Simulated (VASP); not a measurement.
# Sb (I4/mmm) in VASP: further runs, part 3 of 3

VASP 6.6.1. The steps go on from the part before.

## Step 4: Electric field gradients, PBE (volume scaled by 0.98)

INCAR reads:

```
SYSTEM = Sb
ALGO = Normal
EDIFF = 1E-8
ENCUT = 520
GGA = PE
ISIF = 2
ISMEAR = -1
LASPH = .TRUE.
LCHARG = .FALSE.
LEFG = .TRUE.
LREAL = .FALSE.
LWAVE = .FALSE.
NBANDS = 8
NELM = 80
PREC = Accurate
SIGMA = 0.05
```

KPOINTS reads:

```
k-points
0
G
  19 19 19
  0 0 0
```

POSCAR reads:

```
Sb
1.0
   -1.4948990245      1.4948990245      2.4633552032
    1.4948990245     -1.4948990245      2.4633552032
    1.4948990245      1.4948990245     -2.4633552032
Sb
1
Direct
    0.0000000000      0.0000000000      0.0000000000
```

Potentials or basis: VASP PAW PBE potentials, release 64 (Sb).

Launch:

```
> cat potpaw_PBE.64/Sb/POTCAR > POTCAR
> mpirun -np 1 vasp_std > vasp.out
```

OUTCAR:

```text
SYSTEM = Sb
   EDIFF = 1E-8
   ENCUT = 520
   GGA = PE
   ISIF = 2
   ISMEAR = -1
   LASPH = .TRUE.
   LREAL = .FALSE.
   NELM = 80
   PREC = Accurate

 ion  position               nearest neighbor table
   1  0.000  0.000  0.000-

  LATTYP: Found a body centered tetragonal cell.
 ALAT       =     2.9897980490
 C/A-ratio  =     1.6478405316

  Lattice vectors:

 A1 = (  -1.4948990245,   1.4948990245,   2.4633552032)
 A2 = (   1.4948990245,  -1.4948990245,   2.4633552032)
 A3 = (   1.4948990245,   1.4948990245,  -2.4633552032)

Analysis of symmetry for initial positions (statically):
=====================================================================
 Subroutine PRICEL returns:
 Original cell was already a primitive cell.

 Routine SETGRP: Setting up the symmetry group for a
 body centered tetragonal supercell.

 Subroutine GETGRP returns: Found 16 space group operations
 (whereof 16 operations were pure point group operations)
 out of a pool of 16 trial point group operations.

The static configuration has the point symmetry D_4h.

Analysis of symmetry for dynamics (positions and initial velocities):
=====================================================================
 Subroutine PRICEL returns:
 Original cell was already a primitive cell.

 Routine SETGRP: Setting up the symmetry group for a
 body centered tetragonal supercell.

 Subroutine GETGRP returns: Found 16 space group operations
 (whereof 16 operations were pure point group operations)
 out of a pool of 16 trial point group operations.

The dynamic configuration has the point symmetry D_4h.

 Subroutine INISYM returns: Found 16 space group operations
 (whereof 16 operations are pure point group operations),
 and found     1 'primitive' translations

----------------------------------------------------------------------------------------

                                     Primitive cell

  volume of cell :      22.0197

  direct lattice vectors                    reciprocal lattice vectors
    -1.494899025  1.494899025  2.463355203     0.000000000  0.334470751  0.202975194
     1.494899025 -1.494899025  2.463355203     0.334470751  0.000000000  0.202975194
     1.494899025  1.494899025 -2.463355203     0.334470751  0.334470751  0.000000000

  length of vectors
     3.246161586  3.246161586  3.246161586     0.391241119  0.391241119  0.473013073

  position of ions in fractional coordinates (direct lattice)
     0.000000000  0.000000000  0.000000000

  ion indices of the primitive-cell ions
   primitive index   ion index
                 1           1

----------------------------------------------------------------------------------------

 KPOINTS: k-points

Automatic generation of k-mesh.
 Grid dimensions read from file:
 generate k-points for:   19   19   19

 Generating k-lattice:

  Cartesian coordinates                     Fractional coordinates (reciprocal lattice)
     0.000000000  0.017603724  0.010682905     0.052631579  0.000000000 -0.000000000
[... 60 lines left out ...]
   LREAL  =      F    real-space projection
   EDIFFG = 0.1E-06   stopping-criterion for IOM
   NSW    =      0    number of steps for IOM
   IBRION =     -1    ionic relax: 0-MD 1-quasi-New 2-CG
   NFREE  =      0    steps in history (QN), initial steepest desc. (CG)
   ISIF   =      2    stress and relaxation
   ISYM   =      2    0-nonsym 1-usesym 2-fastsym
   POTIM  = 0.5000    time-step for ionic-motion
   TEBEG  =    0.0;   TEEND  =   0.0 temperature during run
   PSTRESS=    0.0 pullay stress
   NELECT =       5.0000    total number of electrons
   NUPDOWN=      -1.0000    fix difference up-down
   EMIN   =  10.00;   EMAX   =-10.00  energy-range for DOS
   EFERMI =   0.00;   METHOD = LEGACY
   ISMEAR =    -1;   SIGMA  =   0.05  broadening in eV -4-tet -1-fermi 0-gaus
   EFERMI_NEDOS =   21; number of points for ismear=-14 and -15
   IALGO  =     38    algorithm
   IMIX   =      4    mixing-type and parameters
     AMIX     =   0.40;   BMIX     =  1.00
     AMIX_MAG =   1.60;   BMIX_MAG =  1.00
  volume/ion in A,a.u.               =      22.02       148.60
  Fermi-wavevector in a.u.,A,eV,Ry     =   0.998760  1.887383 13.572111  0.997522
  Thomas-Fermi vector in A             =   2.131005
   LORBIT       =      0    0 simple, 1 ext, 2 COOP (PROOUT), +10 PAW based schemes
   GGA     = PE    functional components
   LHFCALC =     F    Hartree Fock is set to
   AEXX    =    0.0000 exact exchange contribution
   IVDW    =     0    specifies the selected vdW correction
   LEPSILON=     F    determine dielectric tensor
   LRPA    =     F    only Hartree local field effects (RPA)
 non-spin polarized calculation
  energy-cutoff  :      520.00
  volume of cell :       22.02
 maximum number of plane-waves:       618
   NGX = 11   NGY = 11   NGZ = 11

 number of electron       5.0000000 magnetization

 Free energy of the ion-electron system (eV)
  ---------------------------------------------------
  ext. energy  EPLUGINS =         0.00000000
  ---------------------------------------------------
  free energy    TOTEN  =        -3.52959032 eV

  energy without entropy =       -3.52537474  energy(sigma->0) =       -3.52748253

 E-fermi :  11.4639     XC(G=0): -11.1321

 val. band max:       11.4551041835   @ k =   0.4211   0.4211   0.0526
 cond. band min:      11.4654211887   @ k =  -0.3684  -0.3684   0.2105
 fundamental gap:      0.0103170051
 Fermi energy:        11.4639350345

 k-point     1 :       0.0000    0.0000    0.0000
  band No.  band energies     occupation
      1      -3.2981      2.00000
      2      18.1142      0.00000
      3      18.3570      0.00000
      4      18.3570      0.00000
      5      21.5944      0.00000
      6      21.8360      0.00000
      7      22.6248      0.00000
      8      22.6248      0.00000
[... 243 lines left out ...]
 k-point    24 :      -0.2632    0.0526    0.0000
  band No.  band energies     occupation
      1      -1.7497      2.00000
      2      10.7870      2.00000
      3      15.3784      0.00000
      4      17.6625      0.00000
      5      19.8374      0.00000
      6      21.8173      0.00000
      7      23.3848      0.00000
      8      24.0460      0.00000

 [... further k-points ...]
[... 5 lines left out ...]
  --------------------------------------------------------------------------------------
  -------------------------------------------------------------------------------------
  Total        3.1685695      3.1685695      2.7874794      0.0000000      0.0000000      0.0000000
  in kB      230.5489100    230.5489100    202.8203388      0.0000000      0.0000000      0.0000000
  external PRESSURE =     221.3060529 kB  Pullay stress =       0.0000000 kB

 VOLUME and BASIS-vectors are now :
 -----------------------------------------------------------------------------
  energy-cutoff  :      520.00
  volume of cell :       22.02
      direct lattice vectors                 reciprocal lattice vectors
    -1.494899025  1.494899025  2.463355203     0.000000000  0.334470751  0.202975194
     1.494899025 -1.494899025  2.463355203     0.334470751  0.000000000  0.202975194
     1.494899025  1.494899025 -2.463355203     0.334470751  0.334470751  0.000000000

 POSITION                                       TOTAL-FORCE (eV/Angst)
 -----------------------------------------------------------------------------------
      0.00000      0.00000      0.00000         0.000000      0.000000      0.000000
 -----------------------------------------------------------------------------------
    total drift:                                0.000000      0.000000     -0.000000

  FREE ENERGIE OF THE ION-ELECTRON SYSTEM (eV)
  ---------------------------------------------------
  free  energy   TOTEN  =        -3.5295903166 eV

  energy  without entropy=       -3.5253747382  energy(sigma->0) =       -3.52748253

 Electric field gradients (V/A^2)
---------------------------------------------------------------------
 ion       V_xx      V_yy      V_zz      V_xy      V_xz      V_yz
---------------------------------------------------------------------
   1     -19.272   -19.272    38.543    -0.000    -0.000    -0.000
---------------------------------------------------------------------

 Electric field gradients after diagonalization (V/A^2)
 (convention: |V_zz| > |V_xx| > |V_yy|)
----------------------------------------------------------------------
 ion       V_xx      V_yy      V_zz     asymmetry (V_yy - V_xx)/ V_zz
----------------------------------------------------------------------
   1     -19.272   -19.271    38.543       0.000
----------------------------------------------------------------------

           NMR quadrupolar parameters

 Cq : quadrupolar parameter    Cq=e*Q*V_zz/h
 eta: asymmetry parameters     (V_yy - V_xx)/ V_zz
 Q  : nuclear electric quadrupole moment in mb (millibarn)
----------------------------------------------------------------------
 ion       Cq(MHz)       eta       Q (mb)
----------------------------------------------------------------------
   1       0.093       0.000       1.000
----------------------------------------------------------------------
```

stdout:

```text
POSCAR found type information on POSCAR Sb
 POSCAR found :  1 types and       1 ions
 scaLAPACK will be used
 LDA part: xc-table for (Slater+PW92), standard interpolation
 POSCAR, INCAR and KPOINTS ok, starting setup
 FFT: planning ... GRIDC
 FFT: planning ... GRID_SOFT
 FFT: planning ... GRID
 WAVECAR not read
 entering main loop
ion   1
```

Run time: 69 s. Hardware: 1 thread of Intel Xeon Platinum 8259CL at 2.50GHz (Skylake/Cascade Lake), shared host; peak memory 0.22 GiB.

What came out:

```
Free energy : -3.5296 eV
Pressure    : 22.1 GPa
```

Stress tensor (GPa, compression positive):
```
23.05  0.00  0.00
 0.00 23.05  0.00
 0.00  0.00 20.28
```

Levels at points of the mesh, in eV from the Fermi level:
| k point | band 1 | band 2 | band 3 | band 4 | band 5 |
| --- | --- | --- | --- | --- | --- |
| (0.00, 0.00, 0.00) | -14.76 | 6.65 | 6.89 | 6.89 | 10.13 |

Electric field gradients, principal values (V/Å²):
```csv
atom,least,middle,greatest (by size)
1 Sb,-19.271,-19.272,38.543
```

Caveat: without QUAD_EFG the Cq values of the log hold for a quadrupole moment of 1 mb, not for the nuclei; spin-orbit coupling is left out, which moves the levels of the heavy elements.

## Step 5: Electric field gradients, PBE (volume scaled by 0.98)

INCAR reads:

```
PREC = Accurate
ENCUT = 520
EDIFF = 1E-8
ISMEAR = -1
SIGMA = 0.05
LREAL = F
LASPH = T
NELM = 100
ALGO = Normal
ISIF = 2
LWAVE = F
LCHARG = F
GGA = PE
LEFG = T
NBANDS = 8
```

KPOINTS reads:

```
regular mesh
0
Gamma
  19 19 19
```

POSCAR is that of step 4.

Potentials or basis: VASP PAW PBE potentials, release 64 (Sb).

Launch:

```
> cat potpaw_PBE.64/Sb/POTCAR > POTCAR
> mpirun -np 1 vasp_std > vasp.out
```

OUTCAR:

```text
PREC = Accurate
   ENCUT = 520
   EDIFF = 1E-8
   ISMEAR = -1
   LREAL = F
   LASPH = T
   NELM = 100
   ISIF = 2
   GGA = PE

 ion  position               nearest neighbor table
   1  0.000  0.000  0.000-

  LATTYP: Found a body centered tetragonal cell.
 ALAT       =     2.9897980490
 C/A-ratio  =     1.6478405316

  Lattice vectors:

 A1 = (  -1.4948990245,   1.4948990245,   2.4633552032)
 A2 = (   1.4948990245,  -1.4948990245,   2.4633552032)
 A3 = (   1.4948990245,   1.4948990245,  -2.4633552032)

[... 467 lines left out ...]
    total drift:                                0.000000      0.000000     -0.000000

  FREE ENERGIE OF THE ION-ELECTRON SYSTEM (eV)
  ---------------------------------------------------
  free  energy   TOTEN  =        -3.5295903166 eV

  energy  without entropy=       -3.5253747382  energy(sigma->0) =       -3.52748253

 Electric field gradients (V/A^2)
---------------------------------------------------------------------
 ion       V_xx      V_yy      V_zz      V_xy      V_xz      V_yz
---------------------------------------------------------------------
   1     -19.272   -19.272    38.543    -0.000    -0.000    -0.000
---------------------------------------------------------------------

 Electric field gradients after diagonalization (V/A^2)
 (convention: |V_zz| > |V_xx| > |V_yy|)
----------------------------------------------------------------------
 ion       V_xx      V_yy      V_zz     asymmetry (V_yy - V_xx)/ V_zz
----------------------------------------------------------------------
   1     -19.272   -19.271    38.543       0.000
----------------------------------------------------------------------

           NMR quadrupolar parameters

 Cq : quadrupolar parameter    Cq=e*Q*V_zz/h
 eta: asymmetry parameters     (V_yy - V_xx)/ V_zz
 Q  : nuclear electric quadrupole moment in mb (millibarn)
----------------------------------------------------------------------
 ion       Cq(MHz)       eta       Q (mb)
----------------------------------------------------------------------
   1       0.093       0.000       1.000
----------------------------------------------------------------------
```

OSZICAR:

```text
N       E                     dE             d eps       ncg     rms          rms(c)
DAV:   1     0.577620153500E+01    0.57762E+01   -0.17716E+03  8968   0.420E+02
DAV:   2    -0.344398231472E+01   -0.92202E+01   -0.88707E+01 12200   0.557E+01
DAV:   3    -0.353703905685E+01   -0.93057E-01   -0.92476E-01 10792   0.624E+00
DAV:   4    -0.353726994872E+01   -0.23089E-03   -0.23089E-03 13496   0.373E-01
DAV:   5    -0.353727032721E+01   -0.37849E-06   -0.37765E-06 11368   0.968E-03    0.256E+00
DAV:   6    -0.353245935995E+01    0.48110E-02   -0.71225E-04 12552   0.153E-01    0.152E+00
DAV:   7    -0.352959607125E+01    0.28633E-02   -0.16999E-03 10552   0.232E-01    0.386E-02
DAV:   8    -0.352959045797E+01    0.56133E-05   -0.49478E-05 12904   0.502E-02    0.643E-03
DAV:   9    -0.352959066429E+01   -0.20632E-06   -0.82189E-07 12272   0.666E-03    0.293E-03
DAV:  10    -0.352959035810E+01    0.30619E-06   -0.69312E-08 11912   0.146E-03    0.358E-04
DAV:  11    -0.352959034184E+01    0.16256E-07   -0.27012E-09  9512   0.352E-04    0.104E-04
DAV:  12    -0.352959031879E+01    0.23051E-07   -0.19311E-10  5528   0.980E-05    0.116E-05
DAV:  13    -0.352959031665E+01    0.21402E-08   -0.17903E-11  5048   0.334E-05
   1 F= -.35295903E+01 E0= -.35274825E+01  d E =-.421558E-02
```

stdout:

```text
POSCAR found type information on POSCAR Sb
 POSCAR found :  1 types and       1 ions
 scaLAPACK will be used
 LDA part: xc-table for (Slater+PW92), standard interpolation
 POSCAR, INCAR and KPOINTS ok, starting setup
 FFT: planning ... GRIDC
 FFT: planning ... GRID_SOFT
 FFT: planning ... GRID
 WAVECAR not read
 entering main loop
ion   1
```

Wall time 66 s (1 thread of Intel Xeon Platinum 8259CL at 2.50GHz (Skylake/Cascade Lake), shared host); peak memory 0.22 GiB.

What came out:

| Property | Result |
| --- | --- |
| Free energy | -3.5296 eV |
| Pressure | 22.1 GPa |

Electric field gradients, principal values (V/Å²):
```tsv
atom	least	middle	greatest (by size)
1 Sb	-19.271	-19.272	38.543
```

Caveat: without QUAD_EFG the Cq values of the log hold for a quadrupole moment of 1 mb, not for the nuclei; spin-orbit coupling is left out, which moves the levels of the heavy elements.
